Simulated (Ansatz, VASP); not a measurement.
# Two plane-wave programs on Rh

File INCAR:

```
SYSTEM = Rh
PREC = Accurate ; ENCUT = 600
EDIFF = 1E-6 ; ISMEAR = -1
SIGMA = 0.1 ; LREAL = .FALSE.
LASPH = .TRUE. ; NELM = 80
ALGO = Normal ; ISIF = 3
LWAVE = .FALSE. ; LCHARG = .FALSE.
GGA = PS ; IBRION = 2
NSW = 80 ; EDIFFG = -0.01
```

File KPOINTS:

```
Automatic mesh
0
G
  10 10 10
  0 0 0
```

The input POSCAR:

```
Rh
1.0
    0.0000000000      2.6478639740      2.6478639740
    2.6478639740      0.0000000000      2.6478639740
    2.6478639740      2.6478639740      0.0000000000
Rh
2
Direct
    0.1250000000      0.1250000000      0.1250000000
    0.8750000000      0.8750000000      0.8750000000
```

Input for Ansatz:

```yaml
crystal:
  lattice:
    - [0.0, 2.647863974, 2.647863974]
    - [2.647863974, 0.0, 2.647863974]
    - [2.647863974, 2.647863974, 0.0]
  atoms:
    - { symbol: Rh, position: [0.125, 0.125, 0.125] }
    - { symbol: Rh, position: [0.875, 0.875, 0.875] }
hamiltonian:
  xc: pbesol
  pseudopotentials:
    kind: paw
    azcp:
      Rh: "pseudopotentials/Rh.paw.azcp"
basis:
  ecutwfc: 420
  fft_grid_basis: typed
kpoints:
  mp_grid: { grid: [10, 10, 10], shift: [0, 0, 0] }
magnetization:
  spin_polarized: false
scf:
  occupations: { method: fermi_dirac, width: 0.1 }
relax:
  max_steps: 60
  f_tol: 0.01
  cell: {}
output:
  write_density: true
  write_potential: true
  elf: true
  volumetric_format: npy
```

Alike in both runs: task relaxation of cell and atoms; functional PBEsol; k mesh 10 × 10 × 10; occupations fermi-dirac, width 0.1 eV; no spin polarisation.

```csv
,VASP,Ansatz
version,VASP 6.6.1,Ansatz 0.2.0
potentials or method,"VASP PAW PBE potentials, release 64 (Rh_pv), cutoff 600 eV","plane waves (420 eV) with PAW, scalar-relativistic"
valence electrons in the cell,30,34
```

Ansatz gave:

```
relaxed volume (Å³/atom)                                        : 20.08
relaxed length of the cell vector where the two differ most in proportion (Å) : 3.844
```

Estimate VASP's values.

relaxed volume (Å³/atom): 20.10; relaxed length of the cell vector where the two differ most in proportion (Å): 3.845.

VASP's potentials were made for PBE, not for PBEsol, and Ansatz warns of the same on its side. VASP's potentials hold 30 valence electrons a cell and Ansatz's 34, so a difference there can come from the potentials and not from the codes.
